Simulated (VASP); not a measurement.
Wanted: the native input for a VASP 6.6.1 run.

* Task: dielectric tensor
* Functional: LDA
* Potentials or basis: VASP PAW LDA potentials, release 64 (Cu, I)
* Cutoff: 520 eV
* k mesh: 6 × 6 × 4
* Occupations: gaussian, width 0.01 eV
* Spin: no spin polarisation
* Dipole correction: no
* Further INCAR settings: ALGO = Normal; EDIFF = 1e-08

The structure of CuI lies in POSCAR:

```
CuI
1.0
    4.0229000000      0.0000000000      0.0000000000
    0.0000000000      4.0229000000      0.0000000000
    0.0000000000      0.0000000000      5.6506000000
Cu I
2 2
Direct
    1.0000000000      0.0000000000      0.0000000000
    0.5000000000      0.5000000000      0.0000000000
    1.0000000000      0.5000000000      0.2913000000
    0.5000000000      0.0000000000      0.7087000000
```

These files were run (other wordings do the same):

INCAR

```
PREC = Accurate ; ENCUT = 520
EDIFF = 1E-8 ; ISMEAR = 0
SIGMA = 0.01 ; LREAL = F
LASPH = T ; NELM = 120
ALGO = Normal ; ISIF = 2
LWAVE = F ; LCHARG = F
LEPSILON = T ; GGA_COMPAT = F
```

KPOINTS

```
Automatic mesh
0
Gamma
  6 6 4
```

Potentials or basis: VASP PAW LDA potentials, release 64 (Cu, I).

Run with:

```sh
$ cat potpaw_LDA.64/Cu/POTCAR potpaw_LDA.64/I/POTCAR > POTCAR
$ mpirun -np 1 vasp_std > vasp.out
```

Results of the run:

```
Band gap on the k mesh                  : 1.43 eV
Electronic dielectric tensor (diagonal) : 7.94, 7.94, 7.15
Born charges (mean of the diagonal)     : Cu +1.01; I -1.01 e
```

Caveat: spin-orbit coupling is left out, which moves the levels of the heavy elements.

It took 10 min on 1 thread of Intel(R) Xeon(R) Platinum 8259CL CPU @ 2.50GHz (Skylake/Cascade Lake), on a shared host, peak memory 0.4 GiB.
